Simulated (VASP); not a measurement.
GaP:

```
Ga P
1.0
     0.00000    2.83442    2.63093
     2.83442    0.00000    2.63093
     2.83442    2.83442    0.00000
Ga P
1 1
Direct
  0.00000 0.00000 0.00000
  0.25000 0.25000 0.25000
```

This cell differs from its parent crystal: epitaxial xy strain +4.0%.

Base run:

| Property | Result |
| --- | --- |
| Program | VASP 6.6.1 |
| Functional | PBE |
| Potentials or basis | VASP PAW PBE potentials, release 64 (Ga_d, P) |
| Cutoff | 500 eV |
| k mesh | 8 × 8 × 8 |
| Occupations | fermi-dirac, width 0.02 eV |
| Spin | no spin polarisation |

Its results: band gap on the k mesh 1.03 eV, indirect (least direct gap 1.19 eV); pressure -1.1 GPa.

Problem. The run is repeated on the same cell with these changes: k mesh from 8 × 8 × 8 to 4 × 4 × 4; occupations from fermi-dirac, width 0.02 eV to gaussian, width 0.01 eV. What comes out?

Solution. Band gap on the k mesh 1.14 eV, indirect (least direct gap 1.18 eV); pressure -0.8 GPa.

Caveats: some runs use coarse meshes.

A k mesh can miss the band edges.
